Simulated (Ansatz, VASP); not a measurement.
LaP in VASP and in Ansatz

```
La P
1.0
     0.00000    3.00242    3.00242
     3.00242    0.00000    3.00242
     3.00242    3.00242    0.00000
La P
1 1
Direct
  0.00000 0.00000 0.00000
  0.50000 0.50000 0.50000
```

Change from the starting cell: volume scaled by 0.99, PAW files.

Alike in both runs: task electric field gradients; functional LDA; k mesh 10 × 10 × 10; occupations fermi-dirac, width 0.03 eV; no spin polarisation.

```csv
,VASP,Ansatz
version,VASP 6.6.1,Ansatz 0.2.0
potentials or method,"VASP PAW LDA potentials, release 64 (La, P)","PAW with Ansatz's default frozen-core files, scalar-relativistic"
plane-wave cutoff (eV),520,420
valence electrons in the cell,16,16
```

Ansatz gave:

```
pressure (GPa) : -2.5
```

Q: What did VASP give for the same quantities?

A: Pressure (GPa): -2.6.

LDA's correlation is that of Perdew and Zunger in VASP and of Perdew and Wang (1992) in Ansatz.

Neither program's run includes spin-orbit coupling.
